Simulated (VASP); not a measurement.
Input of a VASP 6.6.1 run:

Contents of POSCAR:

```
Cr
1.0
   -1.4149597590      1.4149597590      1.4149597590
    1.4149597590     -1.4149597590      1.4149597590
    1.4149597590      1.4149597590     -1.4149597590
Cr
1
Direct
    0.0000000000      0.0000000000      0.0000000000
```

Contents of INCAR.step1:

```
SYSTEM = Cr
PREC = Accurate
ENCUT = 550
ISMEAR = 1
SIGMA = 0.1
LREAL = .FALSE.
LASPH = .TRUE.
NELM = 120
NBANDS = 12
GGA = PE
ALGO = Normal
EDIFF = 1E-5
LWAVE = .TRUE.
LCHARG = .FALSE.
GGA_COMPAT = .FALSE.
```

Contents of INCAR.step2:

```
SYSTEM = Cr
PREC = Accurate
ENCUT = 550
EDIFF = 1E-6
ISMEAR = 1
SIGMA = 0.1
LREAL = .FALSE.
LASPH = .TRUE.
NELM = 120
ALGO = Normal
ISIF = 2
LWAVE = .FALSE.
LCHARG = .FALSE.
METAGGA = R2SCAN
LMIXTAU = .TRUE.
NBANDS = 12
ISTART = 1
GGA_COMPAT = .FALSE.
```

Contents of KPOINTS:

```
Automatic mesh
0
G
  15 15 15
  0 0 0
```

Potentials or basis: VASP PAW PBE potentials, release 64 (Cr_pv).

Command:

```bash
$ cat potpaw_PBE.64/Cr_pv/POTCAR > POTCAR
$ cp INCAR.step1 INCAR
$ mpirun -np 1 vasp_std > vasp.out
$ cp INCAR.step2 INCAR
$ mpirun -np 1 vasp_std > vasp.out
```

Problem. What does it give for the pressure?

Solution. 0.6 GPa.

Problem. Estimate the band gap on the k mesh.

Solution. Zero (band 6 reaches 13.61 eV, above the bottom of band 7 at 10.20 eV).

Caveat: the PAW data sets were made with another functional, which shifts forces and pressure a little; the run has no spin polarisation, though such a crystal can be magnetic. Spin polarisation is off, so any magnetic state and its effect on volume and gap are missing.
